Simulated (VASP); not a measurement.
Runs of VASP 6.6.1 on MoH4. The structure is that of space group P4mm (No. 99), or close to it. The cells are those of the table. 

| spin | cell | k mesh | gap on the mesh (eV) | moment (μB) | largest force (eV/Å) |
| --- | --- | --- | --- | --- | --- |
| off | a = 3.879, b = 3.879, c = 15.000 Å, 5 atoms | 4 × 4 × 1 | none | - | 3.31 |
| off | a = 3.105, b = 3.105, c = 24.841 Å, 5 atoms | 4 × 4 × 1 | none | - | - |
| collinear, ferromagnetic start | a = 3.142, b = 3.142, c = 24.841 Å, 5 atoms | 6 × 6 × 1 | none | 0.95 | 0.25 |
| collinear, ferromagnetic start | a = 3.144, b = 3.144, c = 24.841 Å, 5 atoms | 12 × 12 × 1 | none | 1.02 | 0.02 |
| collinear, ferromagnetic start | a = 3.142, b = 3.142, c = 24.841 Å, 5 atoms | 12 × 12 × 1 | none | (a) | (b) |

Alike in all rows: task single point; level PBE; potentials or basis VASP PAW PBE potentials, release 64 (H, Mo_sv); cutoff (eV) 520; smearing gaussian 0.1 eV.

Problem. Estimate the missing entries.

Solution. (a) 1.00; (b) 0.34.

Caveats: some runs use coarse meshes.

A k mesh can miss the band edges, and the runs leave out spin-orbit coupling on Mo.

A gap of «none» marks levels without a gap at the run's occupations.
